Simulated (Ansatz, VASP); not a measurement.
# One calculation of Si2Ni, two programs

```
Si Ni
1.0
     0.00000    2.69316    2.69316
     2.69316    0.00000    2.69316
     2.69316    2.69316    0.00000
Si Ni
2 1
Direct
  0.25000 0.25000 0.25000
  0.75000 0.75000 0.75000
  0.00000 0.00000 0.00000
```

Alike in both runs: task relaxation of cell and atoms; functional PBE; k mesh 6 × 6 × 6; occupations gaussian, width 0.1 eV; no spin polarisation.

|  | VASP | Ansatz |
| --- | --- | --- |
| version | VASP 6.6.1 | Ansatz 0.2.0 |
| potentials or method | VASP PAW PBE potentials, release 64 (Si, Ni), cutoff 600 eV | scalar-relativistic, plane waves, PAW |
| valence electrons in the cell | 18 | 26 |

```csv
,VASP,Ansatz,Ansatz less VASP
"gap on the k mesh at the Fermi level, each at its own relaxed structure (eV)",none,none,-
relaxed volume (Å³/atom),13.49,13.48,-0.018
relaxed cell length with the largest relative difference (Å),3.854,3.852,-0.0017
```

A gap of «none» marks a metal or a gap that the smearing closes. VASP's potentials hold 18 valence electrons a cell and Ansatz's 26, so a difference there can come from the potentials and not from the codes.
